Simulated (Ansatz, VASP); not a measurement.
# One calculation of GeAs5, two programs

```xyz
6
Lattice="5.1585 0.0000 0.0000 -2.5793 4.4674 0.0000 0.0000 0.0000 5.2999" Properties=species:S:1:pos:R:3 pbc="T T T"
Ge    0.0000    0.0000    0.0000
As    3.6812    0.0000    2.6500
As    0.7387    1.2794    2.6500
As   -1.8406    3.1880    2.6500
As    2.5793    1.4891    0.0000
As    0.0000    2.9783    0.0000
```

Change from the starting cell: species swapped into the Ca5Mg type (P-62m, No. 189).

Alike in both runs: functional PBE; k mesh 6 × 6 × 4; occupations gaussian, width 0.1 eV; no spin polarisation.

Ansatz relaxed the structure, and its values are those at the end. VASP's run is a single point on that final structure, the one shown.

```csv
,VASP,Ansatz
version,VASP 6.6.1,Ansatz 0.2.0
potentials or method,"VASP PAW PBE potentials, release 64 (Ge_d, As), cutoff 520 eV","scalar-relativistic, plane waves, PAW"
valence electrons in the cell,39,89
```

Ansatz gave:

| Property | Result |
| --- | --- |
| gap on the k mesh at the Fermi level (eV) | none |
| pressure (GPa) | 0.0 |
| rms of the force components (eV/Å) | 0.015 |

Q: Which values does VASP return?

A: gap on the k mesh at the Fermi level (eV): none; pressure (GPa): 0.1; rms of the force components (eV/Å): 0.033.

A gap of «none» marks a metal or a gap that the smearing closes. VASP's potentials hold 39 valence electrons a cell and Ansatz's 89, so a difference there can come from the potentials and not from the codes.
